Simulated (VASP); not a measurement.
# MgO in VASP: a series of runs, part 2 of 2

VASP 6.6.1. Earlier steps stand in the parts before.

## (4) Single point, HSE06 (strain -4.0%)

POSCAR reads:

```
MgO
1.0
    0.0000000000      2.1907254362      2.1907254362
    2.1907254362      0.0000000000      2.1907254362
    2.1907254362      2.1907254362      0.0000000000
Mg O
1 1
Direct
    0.0000000000      0.0000000000      0.0000000000
    0.2500000000      0.2500000000      0.2500000000
```

INCAR.step1 reads:

```
PREC = Accurate
ENCUT = 520
EDIFF = 1E-5
ISMEAR = 0
SIGMA = 0.01
LREAL = F
LASPH = T
NELM = 120
ALGO = Normal
ISIF = 2
LWAVE = T
NBANDS = 11
GGA = PE
GGA_COMPAT = F
```

INCAR.step2 reads:

```
PREC = Accurate
ENCUT = 520
EDIFF = 1E-6
ISMEAR = 0
SIGMA = 0.01
LREAL = F
LASPH = T
NELM = 120
ALGO = Normal
ISIF = 2
LWAVE = F
LCHARG = T
GGA = PE
LHFCALC = T
HFSCREEN = 0.2079
PRECFOCK = Normal
LELF = T
LVHAR = T
NBANDS = 11
ISTART = 1
GGA_COMPAT = F
```

KPOINTS reads:

```
Automatic mesh
0
Gamma
  6 6 6
```

Potentials or basis: VASP PAW PBE potentials, release 64 (Mg, O).

The run is started by

```bash
> cat potpaw_PBE.64/Mg/POTCAR potpaw_PBE.64/O/POTCAR > POTCAR
> cp INCAR.step1 INCAR
> mpirun -np 1 vasp_std > vasp.out
> cp INCAR.step2 INCAR
> mpirun -np 1 vasp_std > vasp.out
```

OUTCAR:

```text
PREC = Accurate
   ENCUT = 520
   EDIFF = 1E-6
   ISMEAR = 0
   LREAL = F
   LASPH = T
   NELM = 120
   ISIF = 2
   GGA = PE
   LHFCALC = T
   HFSCREEN = 0.2079
   PRECFOCK = Normal
   ISTART = 1

 ion  position               nearest neighbor table
   1  0.000  0.000  0.000-   2 1.90   2 1.90   2 1.90   2 1.90
   2  0.250  0.250  0.250-   1 1.90   1 1.90   1 1.90   1 1.90

  LATTYP: Found a face centered cubic cell.
 ALAT       =     4.3814508724

  Lattice vectors:

 A1 = (   0.0000000000,   2.1907254362,   2.1907254362)
 A2 = (   2.1907254362,   0.0000000000,   2.1907254362)
 A3 = (   2.1907254362,   2.1907254362,   0.0000000000)

Analysis of symmetry for initial positions (statically):
=====================================================================
 Subroutine PRICEL returns:
 Original cell was already a primitive cell.

 Routine SETGRP: Setting up the symmetry group for a
 face centered cubic supercell.

 Subroutine GETGRP returns: Found 24 space group operations
 (whereof 24 operations were pure point group operations)
 out of a pool of 48 trial point group operations.

The static configuration has the point symmetry T_d .

Analysis of symmetry for dynamics (positions and initial velocities):
=====================================================================
 Subroutine PRICEL returns:
 Original cell was already a primitive cell.

 Routine SETGRP: Setting up the symmetry group for a
 face centered cubic supercell.

 Subroutine GETGRP returns: Found 24 space group operations
 (whereof 24 operations were pure point group operations)
 out of a pool of 48 trial point group operations.

The dynamic configuration has the point symmetry T_d .

 Subroutine INISYM returns: Found 24 space group operations
 (whereof 24 operations are pure point group operations),
 and found     1 'primitive' translations

----------------------------------------------------------------------------------------

                                     Primitive cell

  volume of cell :      21.0278

  direct lattice vectors                    reciprocal lattice vectors
     0.000000000  2.190725436  2.190725436    -0.228234900  0.228234900  0.228234900
     2.190725436  0.000000000  2.190725436     0.228234900 -0.228234900  0.228234900
     2.190725436  2.190725436  0.000000000     0.228234900  0.228234900 -0.228234900

  length of vectors
     3.098153623  3.098153623  3.098153623     0.395314442  0.395314442  0.395314442

  position of ions in fractional coordinates (direct lattice)
     0.000000000  0.000000000  0.000000000
     0.250000000  0.250000000  0.250000000

  ion indices of the primitive-cell ions
   primitive index   ion index
                 1           1
                 2           2

----------------------------------------------------------------------------------------

 KPOINTS: Automatic mesh

Automatic generation of k-mesh.
[... 40 lines left out ...]
   number of dos      NEDOS =    301   number of ions     NIONS =      2
   total plane-waves  NPLWV =  13824
   dimension x,y,z NGX =    24 NGY =   24 NGZ =   24
   dimension x,y,z NGXF=    48 NGYF=   48 NGZF=   48
   ions per type =               1   1
   NGX,Y,Z   is equivalent  to a cutoff of  12.88, 12.88, 12.88 a.u.
   NGXF,Y,Z  is equivalent  to a cutoff of  25.76, 25.76, 25.76 a.u.
 SYSTEM =  unknown system
   PREC   = accura    normal or accurate (medium, high low for compatibility)
   ISTART =      1    job   : 0-new  1-cont  2-samecut
   ICHARG =      0    charge: 1-file 2-atom 10-const
   ISPIN  =      1    spin polarized calculation?
   LNONCOLLINEAR =      F non collinear calculations
   LSORBIT =      F    spin-orbit coupling
   LASPH  =      T    aspherical Exc in radial PAW
   ENCUT  =  520.0 eV  38.22 Ry    6.18 a.u.   5.76  5.76  5.76*2*pi/ulx,y,z
   NELM   =    120;   NELMIN=  2; NELMDL=  0     # of ELM steps
   EDIFF  = 0.1E-05   stopping-criterion for ELM
   LREAL  =      F    real-space projection
   EDIFFG = 0.1E-04   stopping-criterion for IOM
   NSW    =      0    number of steps for IOM
   IBRION =     -1    ionic relax: 0-MD 1-quasi-New 2-CG
   NFREE  =      0    steps in history (QN), initial steepest desc. (CG)
   ISIF   =      2    stress and relaxation
   ISYM   =      3    0-nonsym 1-usesym 2-fastsym
   POTIM  = 0.5000    time-step for ionic-motion
   TEBEG  =    0.0;   TEEND  =   0.0 temperature during run
   PSTRESS=    0.0 pullay stress
   NELECT =       8.0000    total number of electrons
   NUPDOWN=      -1.0000    fix difference up-down
   EMIN   =  10.00;   EMAX   =-10.00  energy-range for DOS
   EFERMI =   0.00;   METHOD = LEGACY
   ISMEAR =     0;   SIGMA  =   0.01  broadening in eV -4-tet -1-fermi 0-gaus
   EFERMI_NEDOS =   21; number of points for ismear=-14 and -15
   IALGO  =     38    algorithm
   IMIX   =      1    mixing-type and parameters
     AMIX     =   0.40;   BMIX     =  1.00
     AMIX_MAG =   1.60;   BMIX_MAG =  1.00
  volume/ion in A,a.u.               =      10.51        70.95
  Fermi-wavevector in a.u.,A,eV,Ry     =   1.186243  2.241674 19.145733  1.407172
  Thomas-Fermi vector in A             =   2.322419
   LORBIT       =      0    0 simple, 1 ext, 2 COOP (PROOUT), +10 PAW based schemes
   GGA     = PE    functional components
   LHFCALC =     T    Hartree Fock is set to
   PRECFOCK=normal    Normal, Fast or Accurate (Low or Medium for compatibility)
   ENCUT4O =  -1.0   cutoff for four orbital integrals eV
   NKREDX  =     1    reduce k-point grid by
   NKREDY  =     1    reduce k-point grid by
   NKREDZ  =     1    reduce k-point grid by
   AEXX    =    0.2500 exact exchange contribution
   HFSCREEN=    0.2079 screening length (either q_TF or 0.3 A-1)
   HFSCREENC=   0.2079 screening length for correlation (either q_TF or 0.3 A-1)
   ENCUTFOCK=  -1.0 apply spherical cutoff to Coloumb kernel
   IVDW    =     0    specifies the selected vdW correction
   LEPSILON=     F    determine dielectric tensor
   LRPA    =     F    only Hartree local field effects (RPA)
 non-spin polarized calculation
 Gauss-broadening in eV      SIGMA  =   0.01
  energy-cutoff  :      520.00
  volume of cell :       21.03
 maximum number of plane-waves:       588
  NGX = 18; NGY = 18; NGZ = 18

 number of electron       7.9999995 magnetization

 Free energy of the ion-electron system (eV)
  ---------------------------------------------------
  ext. energy  EPLUGINS =         0.00000000
  ---------------------------------------------------
  free energy    TOTEN  =       -13.78486383 eV

  energy without entropy =      -13.78486383  energy(sigma->0) =      -13.78486383

 E-fermi :   0.3090     XC(G=0):  -8.4385

 val. band max:        0.1733843613   @ k =   0.0000   0.0000   0.0000
 cond. band min:       6.2338118105   @ k =   0.0000   0.0000   0.0000
 fundamental gap:      6.0604274492
 Fermi energy:         0.3090066744

 k-point     1 :       0.0000    0.0000    0.0000
  band No.  band energies     occupation
      1     -17.5885      2.00000
      2       0.1734      2.00000
      3       0.1734      2.00000
      4       0.1734      2.00000
      5       6.2338      0.00000
      6      20.4512      0.00000
      7      20.4512      0.00000
      8      20.4512      0.00000
      9      23.8429      0.00000
     10      23.8429      0.00000
     11      24.2188      0.00000
[... 197 lines left out ...]
 k-point    16 :      -0.3333    0.5000    0.1667
  band No.  band energies     occupation
      1     -16.4084      2.00000
      2      -2.3586      2.00000
      3      -1.2704      2.00000
      4      -0.9546      2.00000
      5       9.5885      0.00000
      6      14.4935      0.00000
      7      18.2370      0.00000
      8      18.2622      0.00000
      9      22.4928      0.00000
     10      26.9488      0.00000
     11      28.7485      0.00000

------------------------ aborting loop because EDIFF is reached ----------------------------------------

  FORCE on cell =-STRESS in cart. coord.  units (eV):
  Direction    XX          YY          ZZ          XY          YZ          ZX
  --------------------------------------------------------------------------------------
  -------------------------------------------------------------------------------------
  Total        2.6232890      2.6232890      2.6232890      0.0000000      0.0000000      0.0000000
  in kB      199.8770218    199.8770218    199.8770218      0.0000000      0.0000000      0.0000000
  external PRESSURE =     199.8770218 kB  Pullay stress =       0.0000000 kB

 VOLUME and BASIS-vectors are now :
 -----------------------------------------------------------------------------
  energy-cutoff  :      520.00
  volume of cell :       21.03
      direct lattice vectors                 reciprocal lattice vectors
     0.000000000  2.190725436  2.190725436    -0.228234900  0.228234900  0.228234900
     2.190725436  0.000000000  2.190725436     0.228234900 -0.228234900  0.228234900
     2.190725436  2.190725436  0.000000000     0.228234900  0.228234900 -0.228234900

 POSITION                                       TOTAL-FORCE (eV/Angst)
 -----------------------------------------------------------------------------------
      0.00000      0.00000      0.00000         0.000000      0.000000     -0.000000
      1.09536      1.09536      1.09536        -0.000000     -0.000000      0.000000
 -----------------------------------------------------------------------------------
    total drift:                                0.000001      0.000001      0.000001

  FREE ENERGIE OF THE ION-ELECTRON SYSTEM (eV)
  ---------------------------------------------------
  free  energy   TOTEN  =       -13.7848638276 eV

  energy  without entropy=      -13.7848638276  energy(sigma->0) =      -13.78486383
```

OUTCAR.step1:

```text
PREC = Accurate
   ENCUT = 520
   EDIFF = 1E-5
   ISMEAR = 0
   LREAL = F
   LASPH = T
[... 433 lines left out ...]
 -----------------------------------------------------------------------------------
      0.00000      0.00000      0.00000        -0.000000     -0.000000     -0.000000
      1.09536      1.09536      1.09536         0.000000      0.000000      0.000000
 -----------------------------------------------------------------------------------
    total drift:                                0.000000      0.000000      0.000000

  FREE ENERGIE OF THE ION-ELECTRON SYSTEM (eV)
  ---------------------------------------------------
  free  energy   TOTEN  =       -11.4735338673 eV

  energy  without entropy=      -11.4735338673  energy(sigma->0) =      -11.47353387
```

Wall time 2.9 min (1 thread of Intel Xeon 6975P-C (Granite Rapids), shared host); peak memory 0.25 GiB.

Results:

| Property | Result |
| --- | --- |
| Free energy | -13.7849 eV |
| Pressure | 20.0 GPa |
| Band gap on the k mesh | 6.06 eV, direct |

Caveat: the cell differs from its parent crystal (strain -4.0%); the PAW data sets were made with another functional, which shifts forces and pressure a little.

## (5) The runs side by side

| level | cell | k mesh | cutoff (eV) | grid for exact exchange (PRECFOCK) | screening parameter | gap on the mesh (eV) | pressure (GPa) |
| --- | --- | --- | --- | --- | --- | --- | --- |
| r2SCAN | a = 3.309, b = 3.309, c = 3.227 Å, angles 60.8, 60.8, 58.4°, 2 atoms | 10 × 10 × 10 | 660 | - | - | 3.98 | -6.5 |
| r2SCAN | a = 3.224 Å, angles 62.7°, 2 atoms | 10 × 10 × 10 | 660 | - | - | 3.76 | -7.2 |
| HSE06 | a = 3.098 Å, angles 60.0°, 2 atoms | 6 × 6 × 6 | 520 | Normal | 0.2079 1/Å | 6.06 | 20.0 |

Alike in all rows: task single point; potentials or basis VASP PAW PBE potentials, release 64 (Mg, O); no spin polarisation; smearing gaussian 0.01 eV.

Caveats: the PAW data sets were made with another functional, which shifts forces and pressure a little.

Total energies depend on the potentials used, so only differences within one code and one set of settings carry meaning.
